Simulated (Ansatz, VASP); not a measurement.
# One calculation of RbP2, two programs

```
Rb P
1.0
     3.46589    0.00000    0.00000
     0.00000    3.46589    0.00000
     0.00000    0.00000    5.87917
Rb P
1 2
Direct
  0.50000 0.50000 0.00000
  0.00000 0.50000 0.50000
  0.50000 0.00000 0.50000
```

Alike in both runs: task relaxation of cell and atoms; functional PBE; k mesh 14 × 14 × 8; occupations gaussian, width 0.1 eV; no spin polarisation.

|  | VASP | Ansatz |
| --- | --- | --- |
| version | VASP 6.6.1 | Ansatz 0.2.0 |
| potentials or method | VASP PAW PBE potentials, release 64 (Rb_sv, P), cutoff 600 eV | scalar-relativistic, plane waves, PAW |
| valence electrons in the cell | 19 | 19 |

Ansatz gave:

- gap on the k mesh at the Fermi level, each at its own relaxed structure (eV): none
- relaxed volume (Å³/atom): 24.20
- relaxed cell length with the largest relative difference (Å): 5.881

Task: Estimate VASP's values.

Result: gap on the k mesh at the Fermi level, each at its own relaxed structure (eV): none; relaxed volume (Å³/atom): 24.23; relaxed cell length with the largest relative difference (Å): 5.885.

A gap of «none» marks a metal or a gap that the smearing closes.
